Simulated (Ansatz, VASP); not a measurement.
Zr in VASP and in Ansatz

```
Zr
1.0
     3.06657    0.00000    0.00000
    -1.53328    2.65573    0.00000
     0.00000    0.00000   21.75408
Zr
3
Direct
  0.33333 0.66667 0.32178
  0.66667 0.33333 0.43546
  0.33333 0.66667 0.56348
```

Alike in both runs: task single point; functional LDA; k mesh 12 × 12 × 1; occupations methfessel-paxton of order 1, width 0.1 eV; no spin polarisation.

```csv
,VASP,Ansatz
version,VASP 6.6.1,Ansatz 0.2.0
potentials or method,"VASP PAW LDA potentials, release 64 (Zr_sv), cutoff 400 eV","scalar-relativistic, plane waves, PAW"
valence electrons in the cell,36,36
```

|  | VASP | Ansatz | Ansatz less VASP |
| --- | --- | --- | --- |
| gap on the k mesh at the Fermi level (eV) | none | none | - |
| rms of the force components (eV/Å) | 0.335 | 0.334 | -0.0006 |

Ansatz warns that its potentials were made for another functional, while VASP's fit it. LDA's correlation is that of Perdew and Zunger in VASP and of Perdew and Wang (1992) in Ansatz. Atom by atom the forces differ by 0.004 eV/Å (rms over components). A gap of «none» marks a metal or a gap that the smearing closes. Ansatz's warnings: vacuum below fermi, xc potential rough in thin density.
